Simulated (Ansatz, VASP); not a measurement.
# Two plane-wave programs on Al

The input INCAR:

```
SYSTEM = Al
  ALGO = Fast
  EDIFF = 1E-6
  ENCUT = 520
  ISIF = 2
  ISMEAR = 0
  LASPH = .True.
  LCHARG = .False.
  LREAL = .False.
  LWAVE = .False.
  NBANDS = 8
  NELM = 100
  PREC = Accurate
  SIGMA = 0.15
```

The input KPOINTS:

```
k-points
0
Gamma
  22 22 22
  0 0 0
```

File POSCAR:

```
Al
1.0
   -1.5034622312      1.5034622312      1.7458203429
    1.5034622312     -1.5034622312      1.7458203429
    1.5034622312      1.5034622312     -1.7458203429
Al
1
Direct
    0.0000000000      0.0000000000      0.0000000000
```

Input for Ansatz:

```yaml
crystal:
  lattice:
    - [-1.5034622312, 1.5034622312, 1.7458203429]
    - [1.5034622312, -1.5034622312, 1.7458203429]
    - [1.5034622312, 1.5034622312, -1.7458203429]
  atoms:
    - { symbol: Al, position: [0.0, 0.0, 0.0] }
basis:
  ecutwfc: 420
kpoints:
  mp_grid: { grid: [22, 22, 22] }
hamiltonian:
  xc: lda
scf:
  occupations: { method: gaussian, width: 0.15 }
output:
  forces: true
  stress: true
  eigenvalues: true
```

Alike in both runs: task single point; functional LDA; k mesh 22 × 22 × 22; occupations gaussian, width 0.15 eV; no spin polarisation.

|  | VASP | Ansatz |
| --- | --- | --- |
| version | VASP 6.6.1 | Ansatz 0.2.0 |
| potentials or method | VASP PAW LDA potentials, release 64 (Al), cutoff 520 eV | scalar-relativistic, plane waves, PAW |
| valence electrons in the cell | 3 | 3 |

```tsv
	VASP	Ansatz	Ansatz less VASP
gap on the k mesh at the Fermi level (eV)	none	none	-
pressure (GPa)	1.7	1.6	-0.08
traceless stress, the component that is largest in VASP (GPa)	5.35	5.32	-0.035
```

LDA's correlation is that of Perdew and Zunger in VASP and of Perdew and Wang (1992) in Ansatz. A gap of «none» marks a metal or a gap that the smearing closes.
